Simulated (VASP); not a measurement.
Crystal: NaCl.

```xyz
2
Lattice="0.0000 2.8018 2.8018 2.8018 0.0000 2.8018 2.8018 2.8018 0.0000" Properties=species:S:1:pos:R:3 pbc="T T T"
Na    0.0000    0.0000    0.0000
Cl    2.8018    2.8018    2.8018
```

* Program: VASP 6.6.1
* Task: relaxation of cell and atoms
* Functional: PBE
* Potentials or basis: VASP PAW PBE potentials, release 64 (Na_pv, Cl)
* Cutoff: 500 eV
* k mesh: 8 × 8 × 8
* Occupations: gaussian, width 0.02 eV
* Spin: no spin polarisation

At the start: pressure 1.2 GPa; volume 21.99 Å³/atom.

Problem. How do energy, volume and symmetry change on relaxing?

Solution. Over 4 steps the energy falls by 3.8 meV/atom and the volume is 23.02 Å³/atom (+4.7 %); space group Fm-3m (No. 225, to 0.1 Å) before and after.

Step by step:
```tsv
step	energy change (eV)	largest force (eV/Å)	pressure (GPa)	volume (Å³)
1	0.0000	0.0000	1.24	43.99
2	-0.0060	0.0000	0.54	45.08
3	-0.0076	0.0000	-0.03	46.10
4	-0.0076	0.0000	0.01	46.04
```

Final structure:
```yaml
crystal:
  lattice:
    - [0.00000, 2.84478, 2.84478]
    - [2.84478, 0.00000, 2.84478]
    - [2.84478, 2.84478, 0.00000]
  atoms:
    - { symbol: Na, position: [0.00000, 0.00000, 0.00000] }
    - { symbol: Cl, position: [0.50000, 0.50000, 0.50000] }
```
